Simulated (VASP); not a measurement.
## BN: single point with LDA

BN:

```xyz
4
Lattice="2.4096 0.0000 0.0000 -1.2048 2.0868 0.0000 0.0000 0.0000 6.9267" Properties=species:S:1:pos:R:3 pbc="T T T"
B     0.0000    1.3912    1.7317
B     1.2048    0.6956    5.1950
N     0.0000    1.3912    5.1950
N     1.2048    0.6956    1.7317
```

This cell differs from its parent crystal: volume 8.707 Å^3 an atom, c/a of the conventional cell 2.8746.

```
Program                : VASP 6.6.1
Task                   : single point
Functional             : LDA
Potentials or basis    : VASP PAW LDA potentials, release 64 (B, N)
Cutoff                 : 520 eV
k mesh                 : 12 × 12 × 4
Occupations            : gaussian, width 0.05 eV
Spin                   : no spin polarisation
Dipole correction      : no
Further INCAR settings : ALGO = Normal; EDIFF = 1e-06; NBANDS = 16
```

The pressure is 26.5 GPa and the band gap on the k mesh is 4.32 eV, indirect (least direct gap 4.79 eV).

Stress tensor (GPa, compression positive):
```
40.43  0.00  0.00
 0.00 40.43  0.00
 0.00  0.00 -1.38
```

Levels at points of the mesh, in eV from the valence-band top:
| k point | band 4 | band 5 | band 6 | band 7 | band 8 | band 9 | band 10 | band 11 | band 12 | band 13 |
| --- | --- | --- | --- | --- | --- | --- | --- | --- | --- | --- |
| (0.00, 0.00, 0.00) | -5.03 | -1.20 | -1.20 | -1.18 | -1.18 | 4.56 | 9.64 | 12.43 | 12.43 | 12.51 |
| (0.50, 0.00, 0.00) | -9.29 | -4.33 | -4.30 | -1.46 | -0.66 | 4.32 | 5.56 | 10.42 | 11.25 | 12.50 |
| (0.00, 0.00, 0.50) | -5.98 | -1.19 | -1.19 | -1.19 | -1.19 | 6.80 | 6.80 | 12.47 | 12.47 | 12.47 |
| (0.50, 0.00, 0.50) | -9.31 | -4.32 | -4.32 | -1.05 | -1.05 | 4.78 | 4.78 | 11.05 | 11.05 | 13.54 |

It took 18 s on 1 thread of Intel(R) Xeon(R) Platinum 8488C (Sapphire Rapids) (shared host), peak memory 0.14 GiB.

 A k mesh can miss the band edges.
